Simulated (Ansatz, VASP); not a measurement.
## Two plane-wave programs on NbSiO4

```
Nb Si O
1.0
     3.62076    0.00000    0.00000
    -1.81038    3.13567    0.00000
     0.00000    0.00000    5.11637
Nb Si O
1 1 4
Direct
  0.00000 0.00000 0.00000
  0.00000 0.00000 0.50000
  0.33333 0.66667 0.77462
  0.33333 0.66667 0.22538
  0.66667 0.33333 0.77462
  0.66667 0.33333 0.22538
```

Change from the starting cell: species swapped into the ZrNbB4 type (P6/mmm, No. 191).

Alike in both runs: functional PBE; k mesh 12 × 12 × 8; occupations gaussian, width 0.1 eV; no spin polarisation.

Ansatz relaxed the structure, and its values are those at the end. VASP's run is a single point on that final structure, the one shown.

|  | VASP | Ansatz |
| --- | --- | --- |
| version | VASP 6.6.1 | Ansatz 0.2.0 |
| potentials or method | VASP PAW PBE potentials, release 64 (Nb_sv, Si, O), cutoff 520 eV | scalar-relativistic, plane waves, PAW |
| valence electrons in the cell | 41 | 41 |

Ansatz gave:

| Property | Result |
| --- | --- |
| gap on the k mesh at the Fermi level (eV) | none |
| pressure (GPa) | 0.0 |

Question: Which values does VASP return?

Answer: gap on the k mesh at the Fermi level (eV): none; pressure (GPa): -0.2.

A gap of «none» marks a metal or a gap that the smearing closes. The functional is the same, so the differences come from potentials, cutoffs and numerics.
